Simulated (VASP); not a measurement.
A run of VASP 6.6.1 is set up as follows.

File INCAR:

```
SYSTEM = MgS5
  PREC = Accurate
  ENCUT = 520
  EDIFF = 1E-6
  ISMEAR = 0
  SIGMA = 0.1
  LREAL = .False.
  LASPH = .True.
  NELM = 100
  ALGO = Normal
  ISIF = 2
  LWAVE = .False.
  LCHARG = .False.
  GGA = PE
  NBANDS = 25
```

KPOINTS

```
Automatic mesh
0
Gamma
  12 12 4
  0 0 0
```

The input POSCAR:

```
MgS5
1.0
    3.2150129658      0.0000000000      0.0000000000
   -1.6075064829      2.7842829019      0.0000000000
    0.0000000000      0.0000000000     13.9558206052
Mg S
1 5
Direct
    0.0000000000      0.0000000000      0.0000000000
    0.6666666667      0.3333333333      0.8710875625
    0.0000000000      0.0000000000      0.6155641749
    0.6666666667      0.3333333333      0.5000000000
    0.0000000000      0.0000000000      0.3844358251
    0.6666666667      0.3333333333      0.1289124375
```

Potentials or basis: VASP PAW PBE potentials, release 64 (Mg, S).

Run with:

```console
$ cat potpaw_PBE.64/Mg/POTCAR potpaw_PBE.64/S/POTCAR > POTCAR
$ mpirun -np 1 vasp_std > vasp.out
```

Q: What does it give for the largest force?

A: 0.021 eV/Å.

Q: Estimate the band gap on the k mesh.

A: Zero (band 16 reaches 4.76 eV, above the bottom of band 17 at 3.01 eV).

Q: What does it give for the pressure?

A: -0.2 GPa.

Forces in eV/Å, atoms in the order of the input:
```
Mg   0.000  0.000  0.000
S    0.000  0.000  0.021
S    0.000  0.000 -0.017
S    0.000  0.000  0.000
S    0.000  0.000  0.017
S    0.000  0.000 -0.021
```
